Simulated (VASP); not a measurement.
# CoSi (wurtzite type) (P6_3/mmc) in VASP: single point with LDA

Aim: the single point of CoSi (wurtzite type) with LDA.

Everything below comes from runs of VASP 6.6.1. Logs are shortened: lines on timing, memory, paths and dates and some standing lists are left out, and cuts for length are marked.

### Step 1. The cell of the first run

It takes space group P6_3/mmc (No. 194, hexagonal). The conventional cell has a = 3.403 Å, b = 3.403 Å, c = 4.006 Å, α = 90.00°, β = 90.00°, γ = 120.00°. Co (site symmetry -6m2) has 5 Si at 1.96 to 2.00 Å within 2.6 Å. Within 2.6 Å of Si (site symmetry -6m2) lie 5 Co at 1.96 to 2.00 Å.

### Step 2. Single point, LDA, collinear spin, ferromagnetic start

INCAR

```
SYSTEM = CoSi
PREC = Accurate
ENCUT = 520
EDIFF = 1E-6
ISMEAR = -1
SIGMA = 0.08
LREAL = .False.
LASPH = .True.
NELM = 150
ALGO = Normal
ISIF = 2
LWAVE = .False.
LCHARG = .False.
ISPIN = 2
MAGMOM = 1.7 1.7 0 0
LORBIT = 11
LMAXMIX = 4
GGA = CA
NBANDS = 25
```

KPOINTS

```
Automatic mesh
0
Gamma
  11 11 6
  0 0 0
```

POSCAR

```
CoSi
1.0
    3.4031338971      0.0000000000      0.0000000000
   -1.7015669486      2.9472004074      0.0000000000
    0.0000000000      0.0000000000      4.0059387857
Co Si
2 2
Direct
    0.3333333333      0.6666666667     -0.0620013721
    0.6666666667      0.3333333333      0.4379986279
    0.3333333333      0.6666666667      0.4380013721
    0.6666666667      0.3333333333      0.9380013721
```

Potentials or basis: VASP PAW LDA potentials, release 64 (Co, Si).

The run is started by

```console
$ cat potpaw_LDA.64/Co/POTCAR potpaw_LDA.64/Si/POTCAR > POTCAR
$ mpirun -np 1 vasp_std > vasp.out
```

OUTCAR:

```text
SYSTEM = CoSi
   PREC = Accurate
   ENCUT = 520
   EDIFF = 1E-6
   ISMEAR = -1
   LREAL = .False.
   LASPH = .True.
   NELM = 150
   ISIF = 2
   ISPIN = 2
   LORBIT = 11
   GGA = CA

 ion  position               nearest neighbor table
   1  0.333  0.667  0.938-   4 1.96   4 1.96   4 1.96   3 2.00   3 2.00   2 2.81   2 2.81   2 2.81
                             2 2.81   2 2.81   2 2.81
   2  0.667  0.333  0.438-   3 1.96   3 1.96   3 1.96   4 2.00   4 2.00   1 2.81   1 2.81   1 2.81
                             1 2.81   1 2.81   1 2.81
   3  0.333  0.667  0.438-   2 1.96   2 1.96   2 1.96   1 2.00   1 2.00   4 2.81   4 2.81   4 2.81
                             4 2.81   4 2.81   4 2.81
   4  0.667  0.333  0.938-   1 1.96   1 1.96   1 1.96   2 2.00   2 2.00   3 2.81   3 2.81   3 2.81
                             3 2.81   3 2.81   3 2.81

  LATTYP: Found a hexagonal cell.
 ALAT       =     3.4031338971
 C/A-ratio  =     1.1771322865

  Lattice vectors:

 A1 = (   3.4031338971,   0.0000000000,   0.0000000000)
 A2 = (  -1.7015669486,   2.9472004074,   0.0000000000)
 A3 = (   0.0000000000,   0.0000000000,   4.0059387857)

Analysis of symmetry for initial positions (statically):
=====================================================================
 Subroutine PRICEL returns:
 Original cell was already a primitive cell.

 Routine SETGRP: Setting up the symmetry group for a
 hexagonal supercell.

 Subroutine GETGRP returns: Found 24 space group operations
 (whereof  6 operations were pure point group operations)
 out of a pool of 24 trial point group operations.

The static configuration has the point symmetry C_3v.
 The point group associated with its full space group is D_6h.

Analysis of symmetry for dynamics (positions and initial velocities):
=====================================================================
 Subroutine PRICEL returns:
 Original cell was already a primitive cell.

 Routine SETGRP: Setting up the symmetry group for a
 hexagonal supercell.

 Subroutine GETGRP returns: Found 24 space group operations
 (whereof  6 operations were pure point group operations)
 out of a pool of 24 trial point group operations.

The dynamic configuration has the point symmetry C_3v.
 The point group associated with its full space group is D_6h.

Analysis of structural, dynamic, and magnetic symmetry:
=====================================================================
 Subroutine PRICEL returns:
 Original cell was already a primitive cell.

 Routine SETGRP: Setting up the symmetry group for a
 hexagonal supercell.

 Subroutine GETGRP returns: Found 24 space group operations
 (whereof  6 operations were pure point group operations)
 out of a pool of 24 trial point group operations.

The overall configuration has the point symmetry C_3v.
 The point group associated with its full space group is D_6h.

 Subroutine INISYM returns: Found 24 space group operations
 (whereof  6 operations are pure point group operations),
 and found     1 'primitive' translations

----------------------------------------------------------------------------------------

                                     Primitive cell

  volume of cell :      40.1784

  direct lattice vectors                    reciprocal lattice vectors
     3.403133897  0.000000000  0.000000000     0.293846798  0.169652528  0.000000000
    -1.701566949  2.947200407  0.000000000     0.000000000  0.339305056  0.000000000
     0.000000000  0.000000000  4.005938786     0.000000000  0.000000000  0.249629376

  length of vectors
     3.403133897  3.403133897  4.005938786     0.339305056  0.339305056  0.249629376

  position of ions in fractional coordinates (direct lattice)
     0.333333333  0.666666667  0.937998628
     0.666666667  0.333333333  0.437998628
     0.333333333  0.666666667  0.438001372
     0.666666667  0.333333333  0.938001372

  ion indices of the primitive-cell ions
   primitive index   ion index
                 1           1
                 2           2
                 3           3
                 4           4

----------------------------------------------------------------------------------------

 KPOINTS: Automatic mesh

Automatic generation of k-mesh.
 Grid dimensions read from file:
 generate k-points for:   11   11    6

 Generating k-lattice:

  Cartesian coordinates                     Fractional coordinates (reciprocal lattice)
     0.026713345  0.015422957  0.000000000     0.090909091  0.000000000  0.000000000
     0.000000000  0.030845914  0.000000000     0.000000000  0.090909091  0.000000000
     0.000000000  0.000000000  0.041604896     0.000000000  0.000000000  0.166666667

  Length of vectors
     0.030845914  0.030845914  0.041604896

  Shift w.r.t. Gamma in fractional coordinates (k-lattice)
     0.000000000  0.000000000  0.000000000

 Subroutine IBZKPT returns following result:
 ===========================================

 Found     64 irreducible k-points:

 Following reciprocal coordinates:
            Coordinates               Weight
  0.000000  0.000000  0.000000      1.000000
  0.090909  0.000000  0.000000      6.000000
  0.181818  0.000000  0.000000      6.000000
  0.272727 -0.000000  0.000000      6.000000
  0.363636  0.000000  0.000000      6.000000
  0.454545  0.000000  0.000000      6.000000
[... 16 lines left out ...]
  0.090909  0.090909  0.166667     12.000000
  0.181818  0.090909  0.166667     24.000000
 [... further k-points ...]
   k-points           NKPTS =     64   k-points in BZ     NKDIM =     64   number of bands    NBANDS=     25
   number of dos      NEDOS =    301   number of ions     NIONS =      4
   total plane-waves  NPLWV =  23520
   dimension x,y,z NGX =    28 NGY =   28 NGZ =   30
   dimension x,y,z NGXF=    56 NGYF=   56 NGZF=   60
   ions per type =               2   2
   NGX,Y,Z   is equivalent  to a cutoff of  13.68, 13.68, 12.45 a.u.
   NGXF,Y,Z  is equivalent  to a cutoff of  27.36, 27.36, 24.90 a.u.
 SYSTEM =  CoSi
   PREC   = accura    normal or accurate (medium, high low for compatibility)
   ISTART =      0    job   : 0-new  1-cont  2-samecut
   ICHARG =      2    charge: 1-file 2-atom 10-const
   ISPIN  =      2    spin polarized calculation?
   LNONCOLLINEAR =      F non collinear calculations
   LSORBIT =      F    spin-orbit coupling
   LASPH  =      T    aspherical Exc in radial PAW
   ENCUT  =  520.0 eV  38.22 Ry    6.18 a.u.   6.33  6.33  7.45*2*pi/ulx,y,z
   NELM   =    150;   NELMIN=  2; NELMDL= -5     # of ELM steps
   EDIFF  = 0.1E-05   stopping-criterion for ELM
   LREAL  =      F    real-space projection
   EDIFFG = 0.1E-04   stopping-criterion for IOM
   NSW    =      0    number of steps for IOM
   IBRION =     -1    ionic relax: 0-MD 1-quasi-New 2-CG
   NFREE  =      0    steps in history (QN), initial steepest desc. (CG)
   ISIF   =      2    stress and relaxation
   ISYM   =      2    0-nonsym 1-usesym 2-fastsym
   POTIM  = 0.5000    time-step for ionic-motion
   TEBEG  =    0.0;   TEEND  =   0.0 temperature during run
   PSTRESS=    0.0 pullay stress
   NELECT =      26.0000    total number of electrons
   NUPDOWN=      -1.0000    fix difference up-down
   EMIN   =  10.00;   EMAX   =-10.00  energy-range for DOS
   EFERMI =   0.00;   METHOD = LEGACY
   ISMEAR =    -1;   SIGMA  =   0.08  broadening in eV -4-tet -1-fermi 0-gaus
   EFERMI_NEDOS =   21; number of points for ismear=-14 and -15
   IALGO  =     38    algorithm
   IMIX   =      4    mixing-type and parameters
     AMIX     =   0.40;   BMIX     =  1.00
     AMIX_MAG =   1.60;   BMIX_MAG =  1.00
  volume/ion in A,a.u.               =      10.04        67.78
  Fermi-wavevector in a.u.,A,eV,Ry     =   1.416016  2.675883 27.281074  2.005102
  Thomas-Fermi vector in A             =   2.537395
   LORBIT       =     11    0 simple, 1 ext, 2 COOP (PROOUT), +10 PAW based schemes
   GGA     = CA    functional components
   LHFCALC =     F    Hartree Fock is set to
   AEXX    =    0.0000 exact exchange contribution
   IVDW    =     0    specifies the selected vdW correction
   LEPSILON=     F    determine dielectric tensor
   LRPA    =     F    only Hartree local field effects (RPA)
 spin polarized calculation
  energy-cutoff  :      520.00
  volume of cell :       40.18
 maximum number of plane-waves:      1106
 NGX is ok and might be reduce to    28
   NGX = 13   NGY = 13   NGZ = 15

 number of electron      26.0000005 magnetization      -0.0035047

 number of electron      26.0000005 magnetization       0.0005298

 Free energy of the ion-electron system (eV)
  ---------------------------------------------------
  ext. energy  EPLUGINS =         0.00000000
  ---------------------------------------------------
  free energy    TOTEN  =       -24.45007145 eV

  energy without entropy =      -24.40129199  energy(sigma->0) =      -24.42568172

 E-fermi :  13.0354     XC(G=0): -13.1362

 val. band max:       12.9689370135   @ k =   0.1818   0.1818   0.3333
 cond. band min:      13.0370498726   @ k =   0.4545   0.0000   0.3333
 fundamental gap:      0.0681128591
 Fermi energy:        13.0354230367

 spin component 1

 k-point     1 :       0.0000    0.0000    0.0000
  band No.  band energies     occupation
      1      -0.8841      1.00000
      2       4.9489      1.00000
      3       7.5643      1.00000
      4       8.5293      1.00000
      5       8.5293      1.00000
      6       8.7287      1.00000
[... 17 lines left out ...]
     24      25.4726      0.00000
     25      25.8373      0.00000

 k-point     2 :       0.0909    0.0000    0.0000
  band No.  band energies     occupation
      1      -0.7499      1.00000
      2       4.9822      1.00000
      3       7.5686      1.00000
      4       8.4122      1.00000
      5       8.5471      1.00000
      6       8.6317      1.00000
[... 17 lines left out ...]
     24      25.4439      0.00000
     25      25.8532      0.00000
[... 586 lines left out ...]
     24      25.4895      0.00000
     25      25.9791      0.00000

 k-point    24 :       0.1818    0.0909    0.1667
  band No.  band energies     occupation
      1       0.2962      1.00000
      2       4.8100      1.00000
      3       6.8813      1.00000
      4       7.7444      1.00000
      5       8.5535      1.00000
      6       8.6222      1.00000
[... 17 lines left out ...]
     24      25.9683      0.00000
     25      27.1222      0.00000

 [... further k-points ...]

 spin component 2

 k-point     1 :       0.0000    0.0000    0.0000
  band No.  band energies     occupation
      1      -0.8841      1.00000
      2       4.9486      1.00000
      3       7.5643      1.00000
      4       8.5291      1.00000
      5       8.5291      1.00000
      6       8.7286      1.00000
[... 17 lines left out ...]
     24      25.4726      0.00000
     25      25.8373      0.00000

 k-point     2 :       0.0909    0.0000    0.0000
  band No.  band energies     occupation
      1      -0.7499      1.00000
      2       4.9819      1.00000
      3       7.5685      1.00000
      4       8.4121      1.00000
      5       8.5470      1.00000
      6       8.6316      1.00000
[... 17 lines left out ...]
     24      25.4439      0.00000
     25      25.8529      0.00000
[... 586 lines left out ...]
     24      25.4895      0.00000
     25      25.9793      0.00000

 k-point    24 :       0.1818    0.0909    0.1667
  band No.  band energies     occupation
      1       0.2962      1.00000
      2       4.8098      1.00000
      3       6.8812      1.00000
      4       7.7442      1.00000
      5       8.5533      1.00000
      6       8.6220      1.00000
[... 17 lines left out ...]
     24      25.9683      0.00000
     25      27.1238      0.00000

 [... further k-points ...]
[... 5 lines left out ...]
  --------------------------------------------------------------------------------------
  -------------------------------------------------------------------------------------
  Total       25.5881200     25.5881200     25.6852535     -0.0000000     -0.0000000     -0.0000000
  in kB     1020.3659240   1020.3659240   1024.2392743     -0.0000000     -0.0000000     -0.0000000
  external PRESSURE =    1021.6570408 kB  Pullay stress =       0.0000000 kB

 VOLUME and BASIS-vectors are now :
 -----------------------------------------------------------------------------
  energy-cutoff  :      520.00
  volume of cell :       40.18
      direct lattice vectors                 reciprocal lattice vectors
     3.403133897  0.000000000  0.000000000     0.293846798  0.169652528  0.000000000
    -1.701566949  2.947200407  0.000000000     0.000000000  0.339305056  0.000000000
     0.000000000  0.000000000  4.005938786     0.000000000  0.000000000  0.249629376

 POSITION                                       TOTAL-FORCE (eV/Angst)
 -----------------------------------------------------------------------------------
     -0.00000      1.96480      3.75757        -0.000000      0.000000     -0.000000
      1.70157      0.98240      1.75460        -0.000000      0.000000     -0.000000
     -0.00000      1.96480      1.75461        -0.000000     -0.000000      0.000000
      1.70157      0.98240      3.75758         0.000000     -0.000000      0.000000
 -----------------------------------------------------------------------------------
    total drift:                                0.000000      0.000000      0.002092

  FREE ENERGIE OF THE ION-ELECTRON SYSTEM (eV)
  ---------------------------------------------------
  free  energy   TOTEN  =       -24.4500714454 eV

  energy  without entropy=      -24.4012919894  energy(sigma->0) =      -24.42568172

 total charge

# of ion       s       p       d       tot
------------------------------------------
    1        0.681   0.796   8.110   9.586
    2        0.681   0.796   8.110   9.586
    3        0.854   1.127   0.000   1.981
    4        0.854   1.127   0.000   1.981
--------------------------------------------------
tot          3.071   3.845  16.220  23.136

 magnetization (x)

# of ion       s       p       d       tot
------------------------------------------
    1       -0.000  -0.000  -0.000  -0.000
    2       -0.000  -0.000  -0.000  -0.000
    3        0.000   0.000   0.000   0.000
    4        0.000   0.000   0.000   0.000
--------------------------------------------------
tot         -0.000   0.000  -0.000  -0.000
```

Run time: 69 s. Hardware: 1 thread of AMD EPYC 9R45 (Zen 5), shared host; peak memory 0.18 GiB.

Results:

```yaml
Free_energy: -24.4501 eV
Pressure: 102.2 GPa
Band_gap_on_the_k_mesh: zero (filled and empty bands overlap)
Net_moment: 0.00 μB per cell
Valence_electrons_inside_the_program's_atomic_spheres: Co 9.59; Si 1.98
```

Stress tensor (GPa, compression positive):
```
102.04   0.00   0.00
  0.00 102.04   0.00
  0.00   0.00 102.42
```

Caveat: the cell stands under pressure.
